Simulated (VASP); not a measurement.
A run of VASP 6.6.1:

INCAR

```
PREC = Accurate
ENCUT = 600
EDIFF = 1E-6
ISMEAR = -1
SIGMA = 0.15
LREAL = False
LASPH = True
NELM = 60
ALGO = Normal
ISIF = 3
LWAVE = False
LCHARG = False
GGA = PS
IBRION = 2
NSW = 80
EDIFFG = -0.01
PSTRESS = 80.0
```

The input KPOINTS:

```
Automatic mesh
0
Gamma
  14 14 14
```

Contents of POSCAR:

```
Ti
1.0
   -1.6410000000      1.6410000000      1.6410000000
    1.6410000000     -1.6410000000      1.6410000000
    1.6410000000      1.6410000000     -1.6410000000
Ti
1
Direct
    0.0000000000      0.0000000000      0.0000000000
```

Potentials or basis: VASP PAW PBE potentials, release 64 (Ti_sv).

Launch:

```console
$ cat potpaw_PBE.64/Ti_sv/POTCAR > POTCAR
$ mpirun -np 1 vasp_std > vasp.out
```

Hardware: 1 thread of Intel(R) Xeon(R) 6975P-C (Granite Rapids), with other jobs on the host.

**Question.** How long does it take, and how much memory?

**Answer.** It took 26 s on 1 thread of Intel(R) Xeon(R) 6975P-C (Granite Rapids), on a shared host, peak memory 0.16 GiB. Counts: scf iterations 47, k points 104, ion steps 5.
